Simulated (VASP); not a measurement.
Runs of VASP 6.6.1 on Na. The structure is that of space group Pm-3m (No. 221), or close to it. The cells are those of the table. 

```tsv
cell	k mesh	gap on the mesh (eV)	pressure (GPa)
a = 3.433 Å, 1 atom	11 × 11 × 11	none	-0.3
a = 3.388 Å, 1 atom	11 × 11 × 11	none	0.0
a = 3.519 Å, 1 atom	11 × 11 × 11	none	-0.6
a = 3.343 Å, 1 atom	11 × 11 × 11	none	(a)
a = 3.476 Å, 1 atom	11 × 11 × 11	none	(b)
a = 3.295 Å, 1 atom	11 × 11 × 11	none	0.6
a = 3.247 Å, 1 atom	11 × 11 × 11	none	1.0
a = 3.388 Å, 1 atom	15 × 15 × 15	none	0.0
```

Alike in all rows: task single point; level PBEsol; potentials or basis VASP PAW PBE potentials, release 64 (Na_pv); no spin polarisation; cutoff (eV) 520; smearing fermi-dirac 0.1 eV.

Question: Fill in the values left out.

Answer: (a) 0.3; (b) -0.4.

Caveats: the PAW data sets were made with another functional, which shifts forces and pressure a little.

A gap of «none» marks levels without a gap at the run's occupations.
